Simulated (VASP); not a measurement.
# CdS (F-43m) in VASP: single point with PBE

Aim: the single point of CdS with PBE.

All numbers are computed with VASP 6.6.1; they aren't measurements. Logs are shortened: lines on timing, memory, paths and dates and some standing lists are left out, and cuts for length are marked.

### 1 The cell of the first run

The structure is cubic, space group F-43m (No. 216). The conventional cell has a = 5.927 Å, b = 5.927 Å, c = 5.927 Å, α = 90.00°, β = 90.00°, γ = 90.00°. Within 3.4 Å of Cd (site symmetry -43m) lie 4 S at 2.57 Å. Within 3.4 Å of S (site symmetry -43m) lie 4 Cd at 2.57 Å.

### 2 Single point, PBE

File INCAR:

```
ALGO = Normal
EDIFF = 1E-6
ENCUT = 500
GGA = PE
GGA_COMPAT = False
ISIF = 2
ISMEAR = 0
LASPH = True
LCHARG = False
LREAL = False
LWAVE = False
NBANDS = 16
NELM = 120
PREC = Accurate
SIGMA = 0.02
```

File KPOINTS:

```
k-points
0
Gamma
  8 8 8
```

File POSCAR:

```
CdS
1.0
    0.0000000000      2.9634773900      2.9634773900
    2.9634773900      0.0000000000      2.9634773900
    2.9634773900      2.9634773900      0.0000000000
Cd S
1 1
Direct
    0.0000000000      0.0000000000      0.0000000000
    0.2500000000      0.2500000000      0.2500000000
```

Potentials or basis: VASP PAW PBE potentials, release 64 (Cd, S).

Started as:

```bash
> cat potpaw_PBE.64/Cd/POTCAR potpaw_PBE.64/S/POTCAR > POTCAR
> mpirun -np 1 vasp_std > vasp.out
```

OUTCAR:

```text
EDIFF = 1E-6
   ENCUT = 500
   GGA = PE
   ISIF = 2
   ISMEAR = 0
   LASPH = True
   LREAL = False
   NELM = 120
   PREC = Accurate

 ion  position               nearest neighbor table
   1  0.000  0.000  0.000-   2 2.57   2 2.57   2 2.57   2 2.57
   2  0.250  0.250  0.250-   1 2.57   1 2.57   1 2.57   1 2.57

  LATTYP: Found a face centered cubic cell.
 ALAT       =     5.9269547800

  Lattice vectors:

 A1 = (   0.0000000000,   2.9634773900,   2.9634773900)
 A2 = (   2.9634773900,   0.0000000000,   2.9634773900)
 A3 = (   2.9634773900,   2.9634773900,   0.0000000000)

Analysis of symmetry for initial positions (statically):
=====================================================================
 Subroutine PRICEL returns:
 Original cell was already a primitive cell.

 Routine SETGRP: Setting up the symmetry group for a
 face centered cubic supercell.

 Subroutine GETGRP returns: Found 24 space group operations
 (whereof 24 operations were pure point group operations)
 out of a pool of 48 trial point group operations.

The static configuration has the point symmetry T_d .

Analysis of symmetry for dynamics (positions and initial velocities):
=====================================================================
 Subroutine PRICEL returns:
 Original cell was already a primitive cell.

 Routine SETGRP: Setting up the symmetry group for a
 face centered cubic supercell.

 Subroutine GETGRP returns: Found 24 space group operations
 (whereof 24 operations were pure point group operations)
 out of a pool of 48 trial point group operations.

The dynamic configuration has the point symmetry T_d .

 Subroutine INISYM returns: Found 24 space group operations
 (whereof 24 operations are pure point group operations),
 and found     1 'primitive' translations

----------------------------------------------------------------------------------------

                                     Primitive cell

  volume of cell :      52.0517

  direct lattice vectors                    reciprocal lattice vectors
     0.000000000  2.963477390  2.963477390    -0.168720707  0.168720707  0.168720707
     2.963477390  0.000000000  2.963477390     0.168720707 -0.168720707  0.168720707
     2.963477390  2.963477390  0.000000000     0.168720707  0.168720707 -0.168720707

  length of vectors
     4.190989917  4.190989917  4.190989917     0.292232837  0.292232837  0.292232837

[... 79 lines left out ...]
   NELM   =    120;   NELMIN=  2; NELMDL= -5     # of ELM steps
   EDIFF  = 0.1E-05   stopping-criterion for ELM
   LREAL  =      F    real-space projection
   EDIFFG = 0.1E-04   stopping-criterion for IOM
   NSW    =      0    number of steps for IOM
   IBRION =     -1    ionic relax: 0-MD 1-quasi-New 2-CG
   NFREE  =      0    steps in history (QN), initial steepest desc. (CG)
   ISIF   =      2    stress and relaxation
   ISYM   =      2    0-nonsym 1-usesym 2-fastsym
   POTIM  = 0.5000    time-step for ionic-motion
   TEBEG  =    0.0;   TEEND  =   0.0 temperature during run
   PSTRESS=    0.0 pullay stress
   NELECT =      18.0000    total number of electrons
   NUPDOWN=      -1.0000    fix difference up-down
   EMIN   =  10.00;   EMAX   =-10.00  energy-range for DOS
   EFERMI =   0.00;   METHOD = LEGACY
   ISMEAR =     0;   SIGMA  =   0.02  broadening in eV -4-tet -1-fermi 0-gaus
   EFERMI_NEDOS =   21; number of points for ismear=-14 and -15
   IALGO  =     38    algorithm
   IMIX   =      4    mixing-type and parameters
     AMIX     =   0.40;   BMIX     =  1.00
     AMIX_MAG =   1.60;   BMIX_MAG =  1.00
  volume/ion in A,a.u.               =      26.03       175.63
  Fermi-wavevector in a.u.,A,eV,Ry     =   1.149090  2.171465 17.965239  1.320408
  Thomas-Fermi vector in A             =   2.285762
   LORBIT       =      0    0 simple, 1 ext, 2 COOP (PROOUT), +10 PAW based schemes
   GGA     = PE    functional components
   LHFCALC =     F    Hartree Fock is set to
   AEXX    =    0.0000 exact exchange contribution
   IVDW    =     0    specifies the selected vdW correction
   LEPSILON=     F    determine dielectric tensor
   LRPA    =     F    only Hartree local field effects (RPA)
 non-spin polarized calculation
 Gauss-broadening in eV      SIGMA  =   0.02
  energy-cutoff  :      500.00
  volume of cell :       52.05
 maximum number of plane-waves:      1363
   NGX = 15   NGY = 15   NGZ = 15

 number of electron      18.0000001 magnetization

 Free energy of the ion-electron system (eV)
  ---------------------------------------------------
  ext. energy  EPLUGINS =         0.00000000
  ---------------------------------------------------
  free energy    TOTEN  =        -6.14712734 eV

  energy without entropy =       -6.14712734  energy(sigma->0) =       -6.14712734

 E-fermi :   1.0598     XC(G=0):  -8.9271

 val. band max:        0.9160633524   @ k =   0.0000   0.0000   0.0000
 cond. band min:       1.9591561548   @ k =   0.0000   0.0000   0.0000
 fundamental gap:      1.0430928024
 Fermi energy:         1.0597725671

 k-point     1 :       0.0000    0.0000    0.0000
  band No.  band energies     occupation
      1     -11.1714      2.00000
      2      -6.6516      2.00000
      3      -6.6516      2.00000
      4      -6.6516      2.00000
      5      -6.2346      2.00000
      6      -6.2346      2.00000
[... 433 lines left out ...]
      3      -6.4741      2.00000
      4      -6.2551      2.00000
      5      -6.2108      2.00000
      6      -5.7950      2.00000
[... 8 lines left out ...]
     15      13.0857      0.00000
     16      13.9285      0.00000

 [... further k-points ...]

------------------------ aborting loop because EDIFF is reached ----------------------------------------

  FORCE on cell =-STRESS in cart. coord.  units (eV):
  Direction    XX          YY          ZZ          XY          YZ          ZX
  --------------------------------------------------------------------------------------
  -------------------------------------------------------------------------------------
  Total        0.0893760      0.0893760      0.0893760      0.0000000     -0.0000000     -0.0000000
  in kB        2.7510374      2.7510374      2.7510374      0.0000000     -0.0000000     -0.0000000
  external PRESSURE =       2.7510374 kB  Pullay stress =       0.0000000 kB

 VOLUME and BASIS-vectors are now :
 -----------------------------------------------------------------------------
  energy-cutoff  :      500.00
  volume of cell :       52.05
      direct lattice vectors                 reciprocal lattice vectors
     0.000000000  2.963477390  2.963477390    -0.168720707  0.168720707  0.168720707
     2.963477390  0.000000000  2.963477390     0.168720707 -0.168720707  0.168720707
     2.963477390  2.963477390  0.000000000     0.168720707  0.168720707 -0.168720707

 POSITION                                       TOTAL-FORCE (eV/Angst)
 -----------------------------------------------------------------------------------
      0.00000      0.00000      0.00000         0.000000      0.000000      0.000000
      1.48174      1.48174      1.48174        -0.000000     -0.000000     -0.000000
 -----------------------------------------------------------------------------------
    total drift:                               -0.000000     -0.000000      0.000000

  FREE ENERGIE OF THE ION-ELECTRON SYSTEM (eV)
  ---------------------------------------------------
  free  energy   TOTEN  =        -6.1471273427 eV

  energy  without entropy=       -6.1471273427  energy(sigma->0) =       -6.14712734
```

OSZICAR:

```text
N       E                     dE             d eps       ncg     rms          rms(c)
DAV:   1     0.109121959857E+03    0.10912E+03   -0.88719E+03   928   0.993E+02
DAV:   2    -0.244393115557E+01   -0.11157E+03   -0.10502E+03  1128   0.252E+02
DAV:   3    -0.667457487096E+01   -0.42306E+01   -0.42234E+01  1184   0.517E+01
DAV:   4    -0.669983916141E+01   -0.25264E-01   -0.25262E-01  1136   0.392E+00
DAV:   5    -0.670018942996E+01   -0.35027E-03   -0.35027E-03  1176   0.436E-01    0.732E+00
DAV:   6    -0.616442322311E+01    0.53577E+00   -0.86538E-01  1384   0.112E+01    0.600E+00
DAV:   7    -0.614675296797E+01    0.17670E-01   -0.18477E-01  1136   0.293E+00    0.299E+00
DAV:   8    -0.614694900326E+01   -0.19604E-03   -0.16282E-02  1104   0.157E+00    0.271E-01
DAV:   9    -0.614690058217E+01    0.48421E-04   -0.18925E-03  1096   0.611E-01    0.613E-02
DAV:  10    -0.614704622521E+01   -0.14564E-03   -0.24491E-04  1144   0.148E-01    0.720E-02
DAV:  11    -0.614713439415E+01   -0.88169E-04   -0.14430E-04  1088   0.895E-02    0.263E-02
DAV:  12    -0.614712639608E+01    0.79981E-05   -0.22633E-05  1240   0.577E-02    0.930E-03
DAV:  13    -0.614712741875E+01   -0.10227E-05   -0.29618E-06  1096   0.103E-02    0.615E-03
DAV:  14    -0.614712734272E+01    0.76028E-07   -0.22626E-07   960   0.308E-03
   1 F= -.61471273E+01 E0= -.61471273E+01  d E =-.249618E-26
```

It took 35 s on 1 thread of Intel Xeon 8259CL, shared host; peak memory 0.18 GiB.

What came out:

| Item | Value |
| --- | --- |
| Free energy | -6.1471 eV |
| Pressure | 0.3 GPa |
| Band gap on the k mesh | 1.04 eV |
